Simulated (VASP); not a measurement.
Set up this calculation in VASP 6.6.1, as the native input.

```yaml
Task: density of states
Functional: PBEsol
Potentials_or_basis: VASP PAW PBE potentials, release 64 (C)
Cutoff: 520 eV
k_mesh: 22 × 22 × 22
Occupations: fermi-dirac, width 0.08 eV
Spin: no spin polarisation
Dipole_correction: no
k_mesh_for_the_DOS: 33 × 33 × 33
Occupations_for_the_DOS: tetrahedron
Further_INCAR_settings: ALGO = Normal; EDIFF = 1e-06; NBANDS = 8
```

C:

```
CELL_PARAMETERS angstrom
-0.86280 0.86280 0.86280
0.86280 -0.86280 0.86280
0.86280 0.86280 -0.86280
ATOMIC_POSITIONS crystal
C 0.00000 0.00000 0.00000
```

This cell differs from its parent crystal: volume scaled by 0.4.

These files were run (other wordings do the same):

POSCAR

```
C
1.0
   -0.8628038197      0.8628038197      0.8628038197
    0.8628038197     -0.8628038197      0.8628038197
    0.8628038197      0.8628038197     -0.8628038197
C
1
Direct
    0.0000000000      0.0000000000      0.0000000000
```

INCAR.step1

```
SYSTEM = C
PREC     = Accurate       ! precision mode
ENCUT    = 520            ! plane-wave cutoff, eV
EDIFF    = 1E-6           ! SCF threshold, eV
ISMEAR   = -1             ! smearing method
SIGMA    = 0.08           ! smearing width, eV
LREAL    = .FALSE.        ! projectors in reciprocal space
LASPH    = .TRUE.         ! aspherical terms in the spheres
NELM     = 60             ! most SCF steps
ALGO     = Normal         ! electronic algorithm
ISIF     = 2              ! what is computed and relaxed
LWAVE    = .FALSE.        ! write WAVECAR
LCHARG   = .TRUE.         ! write CHGCAR
GGA      = PS             ! functional
NBANDS   = 8              ! bands
```

KPOINTS.step1

```
Automatic mesh
0
G
  22 22 22
  0 0 0
```

INCAR.step2

```
SYSTEM = C
PREC     = Accurate       ! precision mode
ENCUT    = 520            ! plane-wave cutoff, eV
EDIFF    = 1E-6           ! SCF threshold, eV
ISMEAR   = -5             ! smearing method
SIGMA    = 0.08           ! smearing width, eV
LREAL    = .FALSE.        ! projectors in reciprocal space
LASPH    = .TRUE.         ! aspherical terms in the spheres
NELM     = 60             ! most SCF steps
ALGO     = Normal         ! electronic algorithm
ISIF     = 2              ! what is computed and relaxed
LWAVE    = .FALSE.        ! write WAVECAR
LCHARG   = .FALSE.        ! write CHGCAR
GGA      = PS             ! functional
LORBIT   = 11             ! projections on sites
NBANDS   = 8              ! bands
NEDOS    = 2001           ! points of the DOS
ICHARG   = 11             ! starting density
```

KPOINTS.step2

```
Automatic mesh
0
G
  33 33 33
  0 0 0
```

Potentials or basis: VASP PAW PBE potentials, release 64 (C).

The run is started by

```bash
$ cat potpaw_PBE.64/C/POTCAR > POTCAR
$ cp INCAR.step1 INCAR
$ cp KPOINTS.step1 KPOINTS
$ mpirun -np 1 vasp_std > vasp.out
$ cp INCAR.step2 INCAR
$ cp KPOINTS.step2 KPOINTS
$ mpirun -np 1 vasp_std > vasp.out
```

It gave:

```
Valence electrons inside the program's atomic spheres : C 3.06
```

It took 28 s on 1 thread of Intel(R) Xeon(R) Platinum 8375C CPU @ 2.90GHz (Ice Lake) (shared host), peak memory 0.18 GiB.
